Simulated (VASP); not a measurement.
# Ge (P-3m1) in VASP: notebook

Runs on Ge. Level: PBEsol. Tasks: single point.

Everything below comes from runs of VASP 6.6.1. Logs are shortened: lines on timing, memory, paths and dates and some standing lists are left out, and cuts for length are marked.

## 1. The cell of the first run

Symmetry: P-3m1, No. 164, trigonal system. The conventional cell has a = 3.997 Å, b = 3.997 Å, c = 6.596 Å, α = 90.00°, β = 90.00°, γ = 120.00°. Within 3.3 Å of Ge (site symmetry 3m) lie 4 Ge at 2.47 to 2.51 Å. Ge (site symmetry 3m) has 4 Ge at 2.41 to 2.47 Å within 3.2 Å.

## 2. Single point, PBEsol (mode 6 (211.4 1/cm) frozen in, largest displacement +0.075 Å)

Input file INCAR:

```
PREC = Accurate
ENCUT = 520
EDIFF = 1E-6
ISMEAR = 0
SIGMA = 0.15
LREAL = F
LASPH = T
NELM = 80
ALGO = Normal
ISIF = 2
LWAVE = F
LCHARG = F
GGA = PS
NBANDS = 36
```

Input file KPOINTS:

```
regular mesh
0
Gamma
  12 12 8
```

Input file POSCAR:

```
Ge
1.0
    3.9969678642      0.0000000000      0.0000000000
   -1.9984839321      3.4614757085      0.0000000000
    0.0000000000      0.0000000000      6.5963651330
Ge
4
Direct
    0.6666666667      0.3333333333      0.0742817547
    0.3333333333      0.6666666667      0.5515419583
    0.6666666667      0.3333333333      0.4484580417
    0.3333333333      0.6666666667      0.9257182453
```

Potentials or basis: VASP PAW PBE potentials, release 64 (Ge_d).

Command:

```
> cat potpaw_PBE.64/Ge_d/POTCAR > POTCAR
> mpirun -np 1 vasp_std > vasp.out
```

OUTCAR:

```text
PREC = Accurate
   ENCUT = 520
   EDIFF = 1E-6
   ISMEAR = 0
   LREAL = F
   LASPH = T
   NELM = 80
   ISIF = 2
   GGA = PS

 ion  position               nearest neighbor table
   1  0.667  0.333  0.074-   3 2.47   4 2.51   4 2.51   4 2.51
   2  0.333  0.667  0.552-   3 2.41   3 2.41   3 2.41   4 2.47
   3  0.667  0.333  0.448-   2 2.41   2 2.41   2 2.41   1 2.47
   4  0.333  0.667  0.926-   2 2.47   1 2.51   1 2.51   1 2.51

  LATTYP: Found a hexagonal cell.
 ALAT       =     3.9969678642
 C/A-ratio  =     1.6503422987

  Lattice vectors:

 A1 = (   3.9969678642,   0.0000000000,   0.0000000000)
 A2 = (  -1.9984839321,   3.4614757085,   0.0000000000)
 A3 = (   0.0000000000,   0.0000000000,   6.5963651330)

Analysis of symmetry for initial positions (statically):
=====================================================================
 Subroutine PRICEL returns:
 Original cell was already a primitive cell.

 Routine SETGRP: Setting up the symmetry group for a
 hexagonal supercell.

 Subroutine GETGRP returns: Found 12 space group operations
 (whereof 12 operations were pure point group operations)
 out of a pool of 24 trial point group operations.

The static configuration has the point symmetry D_3d.

Analysis of symmetry for dynamics (positions and initial velocities):
=====================================================================
 Subroutine PRICEL returns:
 Original cell was already a primitive cell.

 Routine SETGRP: Setting up the symmetry group for a
 hexagonal supercell.

 Subroutine GETGRP returns: Found 12 space group operations
 (whereof 12 operations were pure point group operations)
 out of a pool of 24 trial point group operations.

The dynamic configuration has the point symmetry D_3d.

 Subroutine INISYM returns: Found 12 space group operations
 (whereof 12 operations are pure point group operations),
 and found     1 'primitive' translations

----------------------------------------------------------------------------------------

                                     Primitive cell

  volume of cell :      91.2634

  direct lattice vectors                    reciprocal lattice vectors
     3.996967864  0.000000000  0.000000000     0.250189652  0.144447063  0.000000000
    -1.998483932  3.461475709  0.000000000     0.000000000  0.288894126  0.000000000
     0.000000000  0.000000000  6.596365133     0.000000000  0.000000000  0.151598643

  length of vectors
     3.996967864  3.996967864  6.596365133     0.288894126  0.288894126  0.151598643

  position of ions in fractional coordinates (direct lattice)
     0.666666667  0.333333333  0.074281755
     0.333333333  0.666666667  0.551541958
     0.666666667  0.333333333  0.448458042
     0.333333333  0.666666667  0.925718245

  ion indices of the primitive-cell ions
   primitive index   ion index
                 1           1
                 2           2
                 3           3
                 4           4

----------------------------------------------------------------------------------------

 KPOINTS: regular mesh

Automatic generation of k-mesh.
 Grid dimensions read from file:
 generate k-points for:   12   12    8

 Generating k-lattice:

  Cartesian coordinates                     Fractional coordinates (reciprocal lattice)
     0.020849138  0.012037255  0.000000000     0.083333333  0.000000000  0.000000000
     0.000000000  0.024074511  0.000000000     0.000000000  0.083333333  0.000000000
     0.000000000  0.000000000  0.018949830     0.000000000  0.000000000  0.125000000

  Length of vectors
     0.024074511  0.024074511  0.018949830

  Shift w.r.t. Gamma in fractional coordinates (k-lattice)
     0.000000000  0.000000000  0.000000000

 Subroutine IBZKPT returns following result:
 ===========================================

 Found    131 irreducible k-points:

 Following reciprocal coordinates:
            Coordinates               Weight
  0.000000  0.000000  0.000000      1.000000
  0.083333  0.000000  0.000000      6.000000
  0.166667 -0.000000  0.000000      6.000000
  0.250000  0.000000  0.000000      6.000000
  0.333333 -0.000000  0.000000      6.000000
  0.416667  0.000000  0.000000      6.000000
[... 16 lines left out ...]
  0.166667 -0.000000  0.125000      6.000000
  0.000000  0.166667  0.125000      6.000000
 [... further k-points ...]
   k-points           NKPTS =    131   k-points in BZ     NKDIM =    131   number of bands    NBANDS=     36
   number of dos      NEDOS =    301   number of ions     NIONS =      4
   total plane-waves  NPLWV =  45000
   dimension x,y,z NGX =    30 NGY =   30 NGZ =   50
   dimension x,y,z NGXF=    60 NGYF=   60 NGZF=  100
   ions per type =               4
   NGX,Y,Z   is equivalent  to a cutoff of  12.48, 12.48, 12.60 a.u.
   NGXF,Y,Z  is equivalent  to a cutoff of  24.96, 24.96, 25.20 a.u.
 SYSTEM =  unknown system
   PREC   = accura    normal or accurate (medium, high low for compatibility)
   ISTART =      0    job   : 0-new  1-cont  2-samecut
   ICHARG =      2    charge: 1-file 2-atom 10-const
   ISPIN  =      1    spin polarized calculation?
   LNONCOLLINEAR =      F non collinear calculations
   LSORBIT =      F    spin-orbit coupling
   LASPH  =      T    aspherical Exc in radial PAW
   ENCUT  =  520.0 eV  38.22 Ry    6.18 a.u.   7.43  7.43 12.26*2*pi/ulx,y,z
   NELM   =     80;   NELMIN=  2; NELMDL= -5     # of ELM steps
   EDIFF  = 0.1E-05   stopping-criterion for ELM
   LREAL  =      F    real-space projection
   EDIFFG = 0.1E-04   stopping-criterion for IOM
   NSW    =      0    number of steps for IOM
   IBRION =     -1    ionic relax: 0-MD 1-quasi-New 2-CG
   NFREE  =      0    steps in history (QN), initial steepest desc. (CG)
   ISIF   =      2    stress and relaxation
   ISYM   =      2    0-nonsym 1-usesym 2-fastsym
   POTIM  = 0.5000    time-step for ionic-motion
   TEBEG  =    0.0;   TEEND  =   0.0 temperature during run
   PSTRESS=    0.0 pullay stress
   NELECT =      56.0000    total number of electrons
   NUPDOWN=      -1.0000    fix difference up-down
   EMIN   =  10.00;   EMAX   =-10.00  energy-range for DOS
   EFERMI =   0.00;   METHOD = LEGACY
   ISMEAR =     0;   SIGMA  =   0.15  broadening in eV -4-tet -1-fermi 0-gaus
   EFERMI_NEDOS =   21; number of points for ismear=-14 and -15
   IALGO  =     38    algorithm
   IMIX   =      4    mixing-type and parameters
     AMIX     =   0.40;   BMIX     =  1.00
     AMIX_MAG =   1.60;   BMIX_MAG =  1.00
  volume/ion in A,a.u.               =      22.82       153.97
  Fermi-wavevector in a.u.,A,eV,Ry     =   1.391144  2.628880 26.331090  1.935281
  Thomas-Fermi vector in A             =   2.515011
   LORBIT       =      0    0 simple, 1 ext, 2 COOP (PROOUT), +10 PAW based schemes
   GGA     = PS    functional components
   LHFCALC =     F    Hartree Fock is set to
   AEXX    =    0.0000 exact exchange contribution
   IVDW    =     0    specifies the selected vdW correction
   LEPSILON=     F    determine dielectric tensor
   LRPA    =     F    only Hartree local field effects (RPA)
 non-spin polarized calculation
 Gauss-broadening in eV      SIGMA  =   0.15
  energy-cutoff  :      520.00
  volume of cell :       91.26
 maximum number of plane-waves:      2491
 NGX is ok and might be reduce to    30
   NGX = 15   NGY = 15   NGZ = 25

 number of electron      56.0000050 magnetization

 Free energy of the ion-electron system (eV)
  ---------------------------------------------------
  ext. energy  EPLUGINS =         0.00000000
  ---------------------------------------------------
  free energy    TOTEN  =       -19.55367920 eV

  energy without entropy =      -19.55072400  energy(sigma->0) =      -19.55220160

 E-fermi :   4.9193     XC(G=0): -10.0922

 val. band max:        4.9117966375   @ k =   0.0000   0.0000   0.0000
 cond. band min:       4.9424819424   @ k =   0.4167   0.0000   0.3750
 fundamental gap:      0.0306853049
 Fermi energy:         4.9192707659

 k-point     1 :       0.0000    0.0000    0.0000
  band No.  band energies     occupation
      1     -20.2525      2.00000
      2     -20.2525      2.00000
      3     -20.1848      2.00000
      4     -20.1848      2.00000
      5     -20.1699      2.00000
      6     -20.1006      2.00000
[... 28 lines left out ...]
     35       9.3666      0.00000
     36      10.7433      0.00000

 k-point     2 :       0.0833    0.0000    0.0000
  band No.  band energies     occupation
      1     -20.2569      2.00000
      2     -20.2562      2.00000
      3     -20.1848      2.00000
      4     -20.1790      2.00000
      5     -20.1670      2.00000
      6     -20.0979      2.00000
[... 28 lines left out ...]
     35       9.6576      0.00000
     36      11.1963      0.00000

 k-point     3 :       0.1667   -0.0000    0.0000
  band No.  band energies     occupation
      1     -20.2660      2.00000
      2     -20.2632      2.00000
      3     -20.1896      2.00000
      4     -20.1661      2.00000
      5     -20.1583      2.00000
      6     -20.0899      2.00000
[... 28 lines left out ...]
     35      10.3932      0.00000
     36      10.6683      0.00000

 k-point     4 :       0.2500    0.0000    0.0000
  band No.  band energies     occupation
      1     -20.2750      2.00000
      2     -20.2682      2.00000
      3     -20.1989      2.00000
      4     -20.1527      2.00000
      5     -20.1518      2.00000
      6     -20.0763      2.00000
[... 28 lines left out ...]
     35      11.3539      0.00000
     36      11.3544      0.00000

 k-point     5 :       0.3333   -0.0000    0.0000
  band No.  band energies     occupation
      1     -20.2818      2.00000
      2     -20.2691      2.00000
      3     -20.2104      2.00000
      4     -20.1511      2.00000
      5     -20.1423      2.00000
      6     -20.0608      2.00000
[... 655 lines left out ...]
 k-point    22 :       0.0000    0.0833    0.1250
  band No.  band energies     occupation
      1     -20.2568      2.00000
      2     -20.2561      2.00000
      3     -20.1847      2.00000
      4     -20.1790      2.00000
      5     -20.1671      2.00000
      6     -20.0977      2.00000
[... 28 lines left out ...]
     35       9.5698      0.00000
     36      11.3108      0.00000

 k-point    23 :       0.1667   -0.0000    0.1250
  band No.  band energies     occupation
      1     -20.2660      2.00000
      2     -20.2632      2.00000
      3     -20.1896      2.00000
      4     -20.1661      2.00000
      5     -20.1581      2.00000
      6     -20.0898      2.00000
[... 28 lines left out ...]
     35      10.2504      0.00000
     36      10.7549      0.00000

 k-point    24 :       0.0000    0.1667    0.1250
  band No.  band energies     occupation
      1     -20.2660      2.00000
      2     -20.2631      2.00000
      3     -20.1894      2.00000
      4     -20.1661      2.00000
      5     -20.1586      2.00000
      6     -20.0894      2.00000
[... 28 lines left out ...]
     35      10.3315      0.00000
     36      10.9522      0.00000

 [... further k-points ...]
[... 5 lines left out ...]
  --------------------------------------------------------------------------------------
  -------------------------------------------------------------------------------------
  Total        0.1582121      0.1582121     -0.2248953     -0.0000000      0.0000000      0.0000000
  in kB        2.7774964      2.7774964     -3.9481558     -0.0000000      0.0000000      0.0000000
  external PRESSURE =       0.5356124 kB  Pullay stress =       0.0000000 kB

 VOLUME and BASIS-vectors are now :
 -----------------------------------------------------------------------------
  energy-cutoff  :      520.00
  volume of cell :       91.26
      direct lattice vectors                 reciprocal lattice vectors
     3.996967864  0.000000000  0.000000000     0.250189652  0.144447063  0.000000000
    -1.998483932  3.461475709  0.000000000     0.000000000  0.288894126  0.000000000
     0.000000000  0.000000000  6.596365133     0.000000000  0.000000000  0.151598643

 POSITION                                       TOTAL-FORCE (eV/Angst)
 -----------------------------------------------------------------------------------
      1.99848      1.15383      0.48999         0.000000      0.000000     -0.921810
     -0.00000      2.30765      3.63817        -0.000000     -0.000000      0.794697
      1.99848      1.15383      2.95819         0.000000      0.000000     -0.794697
     -0.00000      2.30765      6.10638        -0.000000     -0.000000      0.921810
 -----------------------------------------------------------------------------------
    total drift:                               -0.000000      0.000000      0.000000

  FREE ENERGIE OF THE ION-ELECTRON SYSTEM (eV)
  ---------------------------------------------------
  free  energy   TOTEN  =       -19.5536792034 eV

  energy  without entropy=      -19.5507239966  energy(sigma->0) =      -19.55220160
```

It took 15 min on 1 thread of AMD EPYC 7R13, shared host; peak memory 0.38 GiB.

Results:

- Free energy: -19.5537 eV
- Pressure: 0.1 GPa
- Largest force: 0.922 eV/Å
- Band gap on the k mesh: zero (band 28 reaches 5.02 eV, above the bottom of band 29 at 4.79 eV)

Forces in eV/Å, atoms in the order of the input:
```
Ge   0.000  0.000 -0.922
Ge   0.000  0.000  0.795
Ge   0.000  0.000 -0.795
Ge   0.000  0.000  0.922
```

Caveat: the cell differs from its parent crystal (mode 6 (211.4 1/cm) frozen in, largest displacement +0.075 Å); the PAW data sets were made with another functional, which shifts forces and pressure a little.

## 3. Single point, PBEsol (mode 6 (211.4 1/cm) frozen in, largest displacement +0.263 Å)

Input file INCAR:

```
SYSTEM = Ge
  PREC = Accurate
  ENCUT = 520
  EDIFF = 1E-6
  ISMEAR = 0
  SIGMA = 0.15
  LREAL = .False.
  LASPH = .True.
  NELM = 100
  ALGO = Normal
  ISIF = 2
  LWAVE = .False.
  LCHARG = .False.
  GGA = PS
  NBANDS = 36
```

Input file KPOINTS:

```
Automatic mesh
0
Gamma
  12 12 8
  0 0 0
```

Input file POSCAR:

```
Ge
1.0
    3.9969678642      0.0000000000      0.0000000000
   -1.9984839321      3.4614757085      0.0000000000
    0.0000000000      0.0000000000      6.5963651330
Ge
4
Direct
    0.6666666667      0.3333333333      0.1027065002
    0.3333333333      0.6666666667      0.5231172128
    0.6666666667      0.3333333333      0.4768827872
    0.3333333333      0.6666666667      0.8972934998
```

Potentials or basis: VASP PAW PBE potentials, release 64 (Ge_d).

Command:

```
> cat potpaw_PBE.64/Ge_d/POTCAR > POTCAR
> mpirun -np 1 vasp_std > vasp.out
```

Wall time 15 min (1 thread of AMD EPYC 7R13, shared host); peak memory 0.38 GiB.

Results (log left out):

```
Free energy            : -18.4101 eV
Pressure               : 1.7 GPa
Largest force          : 2.578 eV/Å
Band gap on the k mesh : zero (band 28 reaches 5.71 eV, above the bottom of band 29 at 4.60 eV)
```

Forces on the atoms (eV/Å):
```
Ge   0.000  0.000 -2.578
Ge   0.000  0.000  1.177
Ge   0.000  0.000 -1.177
Ge   0.000  0.000  2.578
```

Stress tensor (GPa, compression positive):
```
 3.45  0.00  0.00
 0.00  3.45  0.00
 0.00  0.00 -1.80
```

Levels at points of the mesh, in eV from the Fermi level:
```tsv
k point	band 26	band 27	band 28	band 29	band 30	band 31
(0.00, 0.00, 0.00)	-1.23	-0.09	-0.06	0.93	0.93	2.00
(0.50, 0.00, 0.00)	-3.87	-2.98	-0.60	-0.18	1.74	3.12
(0.00, 0.00, 0.50)	-2.15	-1.10	0.35	0.35	2.20	2.76
(0.50, 0.00, 0.50)	-2.64	-2.20	-1.12	-0.13	0.23	0.92
```

Caveat: the cell differs from its parent crystal (mode 6 (211.4 1/cm) frozen in, largest displacement +0.263 Å); the PAW data sets were made with another functional, which shifts forces and pressure a little.

## 4. Single point, PBEsol (mode 6 (211.4 1/cm) frozen in, largest displacement +0.188 Å)

Input file INCAR:

```
ALGO = Normal
EDIFF = 1E-6
ENCUT = 520
GGA = PS
ISIF = 2
ISMEAR = 0
LASPH = T
LCHARG = F
LREAL = F
LWAVE = F
NBANDS = 36
NELM = 80
PREC = Accurate
SIGMA = 0.15
```

Input file KPOINTS:

```
k-points
0
Gamma
  12 12 8
```

Input file POSCAR:

```
Ge
1.0
    3.9969678642      0.0000000000      0.0000000000
   -1.9984839321      3.4614757085      0.0000000000
    0.0000000000      0.0000000000      6.5963651330
Ge
4
Direct
    0.6666666667      0.3333333333      0.0913366020
    0.3333333333      0.6666666667      0.5344871110
    0.6666666667      0.3333333333      0.4655128890
    0.3333333333      0.6666666667      0.9086633980
```

Command:

```
> cat potpaw_PBE.64/Ge_d/POTCAR > POTCAR
> mpirun -np 1 vasp_std > vasp.out
```

Run time: 13 min. Hardware: 1 thread of AMD EPYC 7R13, shared host; peak memory 0.38 GiB.

The run converged. Its results:

* Free energy: -18.9484 eV
* Pressure: 0.9 GPa
* Largest force: 2.049 eV/Å
* Band gap on the k mesh: zero (band 28 reaches 5.45 eV, above the bottom of band 29 at 4.72 eV)

Forces on the atoms (eV/Å):
```
Ge   0.000  0.000 -2.049
Ge   0.000  0.000  1.319
Ge   0.000  0.000 -1.319
Ge   0.000  0.000  2.049
```

Stress tensor (GPa, compression positive):
```
 2.09  0.00  0.00
 0.00  2.09  0.00
 0.00  0.00 -1.35
```

Levels at points of the mesh, in eV from the Fermi level:
| k point | band 25 | band 26 | band 27 | band 28 | band 29 | band 30 | band 31 | band 32 |
| --- | --- | --- | --- | --- | --- | --- | --- | --- |
| (0.00, 0.00, 0.00) | -2.10 | -0.96 | -0.17 | -0.01 | 0.64 | 0.64 | 2.03 | 2.03 |
| (0.50, 0.00, 0.00) | -4.56 | -3.70 | -2.96 | -0.91 | -0.02 | 1.68 | 3.25 | 3.41 |
| (0.00, 0.00, 0.50) | -1.96 | -1.96 | -0.76 | 0.08 | 0.08 | 1.84 | 2.80 | 2.80 |
| (0.50, 0.00, 0.50) | -3.55 | -2.71 | -2.34 | -1.42 | 0.00 | 0.35 | 1.20 | 2.66 |

Caveat: the cell differs from its parent crystal (mode 6 (211.4 1/cm) frozen in, largest displacement +0.188 Å); the PAW data sets were made with another functional, which shifts forces and pressure a little.
